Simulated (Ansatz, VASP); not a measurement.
**C: VASP beside Ansatz**

```
C
1.0
     1.22277   -2.11649    0.00000
     1.22277    2.11649    0.00000
     0.00000    0.00000    6.77102
C
4
Cartesian
  1.2228 1.7637 5.0782
  1.2228 -0.3527 1.6928
  1.2228 -1.7637 1.6928
  1.2228 0.3527 5.0782
```

Alike in both runs: functional LDA; k mesh 10 × 10 × 3; occupations fermi-dirac, width 0.1 eV; no spin polarisation.

Ansatz relaxed the structure, and its values are those at the end. VASP's run is a single point on that final structure, the one shown.

|  | VASP | Ansatz |
| --- | --- | --- |
| version | VASP 6.6.1 | Ansatz 0.2.0 |
| potentials or method | VASP PAW LDA potentials, release 64 (C), cutoff 520 eV | plane waves, PAW |
| valence electrons in the cell | 16 | 16 |

|  | VASP | Ansatz | Ansatz less VASP |
| --- | --- | --- | --- |
| pressure (GPa) | 0.8 | 0.0 | -0.79 |

LDA's correlation is that of Perdew and Zunger in VASP and of Perdew and Wang (1992) in Ansatz.
